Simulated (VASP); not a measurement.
Here is a VASP 6.6.1 calculation.

POSCAR

```
GaN
1.0
    0.0105425762      2.1085152362      2.1085152362
    2.1085152362      0.0105425762      2.1085152362
    2.1190578124      2.1190578124      0.0000000000
Ga N
1 1
Direct
    0.0000000000      0.0000000000      0.0000000000
    0.5000000000      0.5000000000      0.5000000000
```

Contents of INCAR.step1:

```
SYSTEM = GaN
  PREC = Accurate
  ENCUT = 520
  ISMEAR = 0
  SIGMA = 0.01
  LREAL = .False.
  LASPH = .True.
  NELM = 100
  NBANDS = 16
  GGA = PE
  ALGO = Normal
  EDIFF = 1E-4
  LWAVE = .True.
  LCHARG = .False.
```

INCAR.step2

```
SYSTEM = GaN
  PREC = Accurate
  ENCUT = 520
  EDIFF = 1E-6
  ISMEAR = 0
  SIGMA = 0.01
  LREAL = .False.
  LASPH = .True.
  NELM = 100
  ALGO = Normal
  ISIF = 2
  LWAVE = .False.
  LCHARG = .False.
  METAGGA = R2SCAN
  LMIXTAU = .True.
  NBANDS = 16
  ISTART = 1
```

KPOINTS

```
regular mesh
0
Gamma
  10 10 10
  0 0 0
```

Potentials or basis: VASP PAW PBE potentials, release 64 (Ga_d, N).

Launch:

```bash
$ cat potpaw_PBE.64/Ga_d/POTCAR potpaw_PBE.64/N/POTCAR > POTCAR
$ cp INCAR.step1 INCAR
$ mpirun -np 1 vasp_std > vasp.out
$ cp INCAR.step2 INCAR
$ mpirun -np 1 vasp_std > vasp.out
```

Question: What does it give for the band gap on the k mesh?

Answer: 1.13 eV, indirect (least direct gap 3.34 eV).

Question: Predict the pressure.

Answer: 1.3 GPa.

Stress tensor (GPa, compression positive):
```
 1.34 -2.35  0.00
-2.35  1.34  0.00
 0.00  0.00  1.30
```

Caveat: the cell differs from its parent crystal (shear xy strain +1.0%); the PAW data sets were made with another functional, which shifts forces and pressure a little. A k mesh can miss the band edges.
